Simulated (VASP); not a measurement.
# Sr2TiPd3 (P-3m1) in VASP: single point with PBE

Aim: the single point of Sr2TiPd3 with PBE.

All numbers are computed with VASP 6.6.1; they aren't measurements. Logs are shortened: lines on timing, memory, paths and dates and some standing lists are left out, and cuts for length are marked.

**1. The cell of the first run**

Symmetry: P-3m1, No. 164, trigonal system. Conventional cell: a = 4.542 Å, b = 4.542 Å, c = 4.599 Å, α = 90.00°, β = 90.00°, γ = 120.00°. Within 2.1 Å of Sr (site symmetry 3m) lie 3 Pd at 1.61 Å. Within 3.9 Å of Ti (site symmetry -3m) lie 6 Sr at 2.96 Å and 12 Pd at 3.23 Å. Within 2.1 Å of Pd (site symmetry 2/m) lie 2 Sr at 1.61 Å.

**2. Single point, PBE**

INCAR

```
  PREC = Accurate
  ENCUT = 520
  EDIFF = 1E-6
  ISMEAR = 0
  SIGMA = 0.1
  LREAL = False
  LASPH = True
  NELM = 100
  ALGO = Normal
  ISIF = 2
  LWAVE = False
  LCHARG = False
  GGA = PE
  NBANDS = 40
```

KPOINTS

```
Automatic mesh
0
Gamma
  6 6 4
```

POSCAR

```
Sr2TiPd3
1.0
    4.5419819500      0.0000000000      0.0000000000
   -2.2709909800      3.9334717600      0.0000000000
    0.0000000000      0.0000000000      4.5986718600
Sr Ti Pd
2 1 3
Direct
    0.3333333300      0.6666666700      0.7982264500
    0.6666666700      0.3333333300      0.2017735500
    0.0000000000      0.0000000000      0.5000000000
    0.5000000000      0.0000000000      0.0000000000
    0.0000000000      0.5000000000      0.0000000000
    0.5000000000      0.5000000000      0.0000000000
```

Potentials or basis: VASP PAW PBE potentials, release 64 (Sr_sv, Ti_sv, Pd).

Started as:

```bash
> cat potpaw_PBE.64/Sr_sv/POTCAR potpaw_PBE.64/Ti_sv/POTCAR potpaw_PBE.64/Pd/POTCAR > POTCAR
> mpirun -np 1 vasp_std > vasp.out
```

OUTCAR:

```text
PREC = Accurate
   ENCUT = 520
   EDIFF = 1E-6
   ISMEAR = 0
   LREAL = False
   LASPH = True
   NELM = 100
   ISIF = 2
   GGA = PE

 ion  position               nearest neighbor table
   1  0.333  0.667  0.798-   5 1.61   4 1.61   6 1.61   3 2.96   3 2.96   3 2.96   2 3.21   2 3.21
                             2 3.21   6 3.59   6 3.59   4 3.59   5 3.59   5 3.59   4 3.59   2 3.79
   2  0.667  0.333  0.202-   5 1.61   4 1.61   6 1.61   3 2.96   3 2.96   3 2.96   1 3.21   1 3.21
                             1 3.21   6 3.59   6 3.59   4 3.59   5 3.59   5 3.59   4 3.59   1 3.79
   3  0.000  0.000  0.500-   1 2.96   2 2.96   2 2.96   1 2.96   2 2.96   1 2.96
   4  0.500  0.000  0.000-   1 1.61   2 1.61   5 2.27   5 2.27   6 2.27   6 2.27   2 3.59   1 3.59
                             2 3.59   1 3.59   1 3.90   2 3.90
   5  0.000  0.500  0.000-   1 1.61   2 1.61   6 2.27   6 2.27   4 2.27   4 2.27   1 3.59   2 3.59
                             1 3.59   2 3.59   1 3.90   2 3.90
   6  0.500  0.500  0.000-   1 1.61   2 1.61   5 2.27   5 2.27   4 2.27   4 2.27   2 3.59   1 3.59
                             1 3.59   2 3.59   1 3.90   2 3.90

 -----------------------------------------------------------------------------
|                                                                             |
|           W    W    AA    RRRRR   N    N  II  N    N   GGGG   !!!           |
|           W    W   A  A   R    R  NN   N  II  NN   N  G    G  !!!           |
|           W    W  A    A  R    R  N N  N  II  N N  N  G       !!!           |
|           W WW W  AAAAAA  RRRRR   N  N N  II  N  N N  G  GGG   !            |
|           WW  WW  A    A  R   R   N   NN  II  N   NN  G    G                |
|           W    W  A    A  R    R  N    N  II  N    N   GGGG   !!!           |
|                                                                             |
|     The distance between some ions is very small. Please check the          |
|     nearest-neighbor list in the OUTCAR file.                               |
|     I HOPE YOU KNOW WHAT YOU ARE DOING!                                     |
|                                                                             |
 -----------------------------------------------------------------------------

  LATTYP: Found a hexagonal cell.
 ALAT       =     4.5419819500
 C/A-ratio  =     1.0124813156

  Lattice vectors:

 A1 = (   4.5419819500,   0.0000000000,   0.0000000000)
 A2 = (  -2.2709909800,   3.9334717600,   0.0000000000)
 A3 = (   0.0000000000,   0.0000000000,   4.5986718600)

Analysis of symmetry for initial positions (statically):
=====================================================================
 Subroutine PRICEL returns:
 Original cell was already a primitive cell.

 Routine SETGRP: Setting up the symmetry group for a
 hexagonal supercell.

 Subroutine GETGRP returns: Found 12 space group operations
 (whereof 12 operations were pure point group operations)
 out of a pool of 24 trial point group operations.

The static configuration has the point symmetry D_3d.

Analysis of symmetry for dynamics (positions and initial velocities):
=====================================================================
 Subroutine PRICEL returns:
 Original cell was already a primitive cell.

 Routine SETGRP: Setting up the symmetry group for a
 hexagonal supercell.

 Subroutine GETGRP returns: Found 12 space group operations
 (whereof 12 operations were pure point group operations)
 out of a pool of 24 trial point group operations.

The dynamic configuration has the point symmetry D_3d.

 Subroutine INISYM returns: Found 12 space group operations
 (whereof 12 operations are pure point group operations),
 and found     1 'primitive' translations

----------------------------------------------------------------------------------------

                                     Primitive cell

  volume of cell :      82.1588

  direct lattice vectors                    reciprocal lattice vectors
     4.541981950  0.000000000  0.000000000     0.220168202  0.127114171  0.000000000
    -2.270990980  3.933471760  0.000000000     0.000000000  0.254228341  0.000000000
     0.000000000  0.000000000  4.598671860     0.000000000  0.000000000  0.217454089

  length of vectors
     4.541981950  4.541981959  4.598671860     0.254228342  0.254228341  0.217454089

  position of ions in fractional coordinates (direct lattice)
     0.333333330  0.666666670  0.798226450
     0.666666670  0.333333330  0.201773550
     0.000000000  0.000000000  0.500000000
     0.500000000  0.000000000  0.000000000
     0.000000000  0.500000000  0.000000000
     0.500000000  0.500000000  0.000000000

  ion indices of the primitive-cell ions
   primitive index   ion index
                 1           1
                 2           2
                 3           3
                 4           4
                 5           5
                 6           6

----------------------------------------------------------------------------------------

 KPOINTS: Automatic mesh

Automatic generation of k-mesh.
 Grid dimensions read from file:
 generate k-points for:    6    6    4

 Generating k-lattice:

  Cartesian coordinates                     Fractional coordinates (reciprocal lattice)
     0.036694700  0.021185695  0.000000000     0.166666667  0.000000000  0.000000000
     0.000000000  0.042371390  0.000000000     0.000000000  0.166666667  0.000000000
     0.000000000  0.000000000  0.054363522     0.000000000  0.000000000  0.250000000

  Length of vectors
     0.042371390  0.042371390  0.054363522

  Shift w.r.t. Gamma in fractional coordinates (k-lattice)
     0.000000000  0.000000000  0.000000000

 Subroutine IBZKPT returns following result:
 ===========================================

 Found     24 irreducible k-points:

 Following reciprocal coordinates:
            Coordinates               Weight
  0.000000  0.000000  0.000000      1.000000
  0.166667  0.000000  0.000000      6.000000
  0.333333  0.000000  0.000000      6.000000
  0.500000  0.000000  0.000000      3.000000
  0.166667  0.166667  0.000000      6.000000
  0.333333  0.166667  0.000000     12.000000
[... 16 lines left out ...]
  0.333333  0.166667  0.500000     12.000000
  0.333333  0.333333  0.500000      2.000000
   k-points           NKPTS =     24   k-points in BZ     NKDIM =     24   number of bands    NBANDS=     40
   number of dos      NEDOS =    301   number of ions     NIONS =      6
   total plane-waves  NPLWV =  46656
   dimension x,y,z NGX =    36 NGY =   36 NGZ =   36
   dimension x,y,z NGXF=    72 NGYF=   72 NGZF=   72
   ions per type =               2   1   3
   NGX,Y,Z   is equivalent  to a cutoff of  13.18, 13.18, 13.01 a.u.
   NGXF,Y,Z  is equivalent  to a cutoff of  26.35, 26.35, 26.03 a.u.
 SYSTEM =  unknown system
   PREC   = accura    normal or accurate (medium, high low for compatibility)
   ISTART =      0    job   : 0-new  1-cont  2-samecut
   ICHARG =      2    charge: 1-file 2-atom 10-const
   ISPIN  =      1    spin polarized calculation?
   LNONCOLLINEAR =      F non collinear calculations
   LSORBIT =      F    spin-orbit coupling
   LASPH  =      T    aspherical Exc in radial PAW
   ENCUT  =  520.0 eV  38.22 Ry    6.18 a.u.   8.45  8.45  8.55*2*pi/ulx,y,z
   NELM   =    100;   NELMIN=  2; NELMDL= -5     # of ELM steps
   EDIFF  = 0.1E-05   stopping-criterion for ELM
   LREAL  =      F    real-space projection
   EDIFFG = 0.1E-04   stopping-criterion for IOM
   NSW    =      0    number of steps for IOM
   IBRION =     -1    ionic relax: 0-MD 1-quasi-New 2-CG
   NFREE  =      0    steps in history (QN), initial steepest desc. (CG)
   ISIF   =      2    stress and relaxation
   ISYM   =      2    0-nonsym 1-usesym 2-fastsym
   POTIM  = 0.5000    time-step for ionic-motion
   TEBEG  =    0.0;   TEEND  =   0.0 temperature during run
   PSTRESS=    0.0 pullay stress
   NELECT =      62.0000    total number of electrons
   NUPDOWN=      -1.0000    fix difference up-down
   EMIN   =  10.00;   EMAX   =-10.00  energy-range for DOS
   EFERMI =   0.00;   METHOD = LEGACY
   ISMEAR =     0;   SIGMA  =   0.10  broadening in eV -4-tet -1-fermi 0-gaus
   EFERMI_NEDOS =   21; number of points for ismear=-14 and -15
   IALGO  =     38    algorithm
   IMIX   =      4    mixing-type and parameters
     AMIX     =   0.40;   BMIX     =  1.00
     AMIX_MAG =   1.60;   BMIX_MAG =  1.00
  volume/ion in A,a.u.               =      13.69        92.41
  Fermi-wavevector in a.u.,A,eV,Ry     =   1.490462  2.816564 30.225010  2.221476
  Thomas-Fermi vector in A             =   2.603240
   LORBIT       =      0    0 simple, 1 ext, 2 COOP (PROOUT), +10 PAW based schemes
   GGA     = PE    functional components
   LHFCALC =     F    Hartree Fock is set to
   AEXX    =    0.0000 exact exchange contribution
   IVDW    =     0    specifies the selected vdW correction
   LEPSILON=     F    determine dielectric tensor
   LRPA    =     F    only Hartree local field effects (RPA)
 non-spin polarized calculation
 Gauss-broadening in eV      SIGMA  =   0.10
  energy-cutoff  :      520.00
  volume of cell :       82.16
 maximum number of plane-waves:      2250
 NGX is ok and might be reduce to    36
   NGX = 17   NGY = 17   NGZ = 17

 number of electron      62.0000001 magnetization

 Free energy of the ion-electron system (eV)
  ---------------------------------------------------
  ext. energy  EPLUGINS =         0.00000000
  ---------------------------------------------------
  free energy    TOTEN  =        89.46603672 eV

  energy without entropy =       89.49034463  energy(sigma->0) =       89.47819068

 E-fermi :  12.6406     XC(G=0): -12.7010

 val. band max:       12.6337330986   @ k =   0.3333   0.0000   0.0000
 cond. band min:      12.6681909574   @ k =   0.3333   0.0000   0.0000
 fundamental gap:      0.0344578588
 Fermi energy:        12.6405891475

 k-point     1 :       0.0000    0.0000    0.0000
  band No.  band energies     occupation
      1     -44.1249      2.00000
      2     -29.8483      2.00000
      3     -24.6163      2.00000
      4     -20.5609      2.00000
      5     -20.4201      2.00000
      6     -20.4201      2.00000
[... 32 lines left out ...]
     39      15.7894      0.00000
[... 988 lines left out ...]
     39      17.7820      0.00000
     40      17.8386      0.00000

------------------------ aborting loop because EDIFF is reached ----------------------------------------

  FORCE on cell =-STRESS in cart. coord.  units (eV):
  Direction    XX          YY          ZZ          XY          YZ          ZX
  --------------------------------------------------------------------------------------
  -------------------------------------------------------------------------------------
  Total      266.3551581    266.3551591    221.0783849     -0.0000003      0.0000000      0.0000000
  in kB     5194.1900016   5194.1900221   4311.2479776     -0.0000066      0.0000000      0.0000000
  external PRESSURE =    4899.8760004 kB  Pullay stress =       0.0000000 kB

 VOLUME and BASIS-vectors are now :
 -----------------------------------------------------------------------------
  energy-cutoff  :      520.00
  volume of cell :       82.16
      direct lattice vectors                 reciprocal lattice vectors
     4.541981950  0.000000000  0.000000000     0.220168202  0.127114171  0.000000000
    -2.270990980  3.933471760  0.000000000     0.000000000  0.254228341  0.000000000
     0.000000000  0.000000000  4.598671860     0.000000000  0.000000000  0.217454089

 POSITION                                       TOTAL-FORCE (eV/Angst)
 -----------------------------------------------------------------------------------
     -0.00000      2.62231      3.67078         0.000000     -0.000000   -116.700894
      2.27099      1.31116      0.92789        -0.000000      0.000000    116.700894
      0.00000      0.00000      2.29934        -0.000000      0.000000      0.000000
      2.27099      0.00000      0.00000         0.000000      0.000000      0.000000
     -1.13550      1.96674      0.00000        -0.000000      0.000000      0.000000
      1.13550      1.96674      0.00000        -0.000000      0.000000      0.000000
 -----------------------------------------------------------------------------------
    total drift:                                0.000000      0.000000     -0.000000

  FREE ENERGIE OF THE ION-ELECTRON SYSTEM (eV)
  ---------------------------------------------------
  free  energy   TOTEN  =        89.4660367196 eV

  energy  without entropy=       89.4903446307  energy(sigma->0) =       89.47819068
```

Wall time 3.3 min (1 thread of Intel Xeon Platinum 8259CL at 2.50GHz (Skylake/Cascade Lake), shared host); peak memory 0.25 GiB.

What came out:

* Free energy: 89.4660 eV
* Pressure: 490.0 GPa
* Largest force: 116.701 eV/Å
* Band gap on the k mesh: zero (band 31 reaches 13.02 eV, above the bottom of band 32 at 11.80 eV)

Forces in eV/Å, atoms in the order of the input:
```
Sr     0.000    0.000 -116.701
Sr     0.000    0.000  116.701
Ti     0.000    0.000    0.000
Pd     0.000    0.000    0.000
Pd     0.000    0.000    0.000
Pd     0.000    0.000    0.000
```

Stress tensor (GPa, compression positive):
```
519.42   0.00   0.00
  0.00 519.42   0.00
  0.00   0.00 431.12
```

Levels at points of the mesh, in eV from the Fermi level:
```tsv
k point	band 27	band 28	band 29	band 30	band 31	band 32	band 33	band 34	band 35	band 36
(0.00, 0.00, 0.00)	-3.25	-3.25	-1.81	-1.81	-1.12	0.66	0.66	1.14	1.28	1.28
(0.50, 0.00, 0.00)	-4.14	-2.70	-0.85	-0.46	0.08	0.27	0.58	1.48	2.29	2.44
(0.00, 0.00, 0.50)	-3.04	-3.04	-2.75	-2.75	-1.34	-0.84	-0.84	1.32	2.11	2.11
(0.50, 0.00, 0.50)	-4.06	-1.97	-1.79	0.26	0.38	0.44	0.65	1.05	1.06	1.17
```

Caveat: forces of over 1 eV/Å act on the atoms, so gaps and moduli don't describe the material at rest.
